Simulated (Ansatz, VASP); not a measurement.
## One calculation of Bi, two programs

```
Bi
1.0
     4.48900    0.00000    0.00000
    -2.24450    3.88759    0.00000
     0.00000    0.00000   28.00000
Bi
2
Direct
  0.33333 0.66667 0.54621
  0.66667 0.33333 0.45379
```

Alike in both runs: task single point; functional PBE; k mesh 9 × 9 × 1; occupations gaussian, width 0.02 eV; no spin polarisation.

|  | VASP | Ansatz |
| --- | --- | --- |
| version | VASP 6.6.1 | Ansatz 0.2.0 |
| potentials or method | VASP PAW PBE potentials, release 64 (Bi_d), cutoff 520 eV | scalar-relativistic, plane waves, PAW |
| valence electrons in the cell | 30 | 30 |

VASP gave:

* gap on the k mesh at the Fermi level (eV): none
* rms of the force components (eV/Å): 1.471

Problem. Which values does Ansatz return?

Solution. gap on the k mesh at the Fermi level (eV): none; rms of the force components (eV/Å): 1.472.

Atom by atom the forces differ by 0.001 eV/Å (rms over components). A gap of «none» marks a metal or a gap that the smearing closes.

Neither program's run includes spin-orbit coupling.
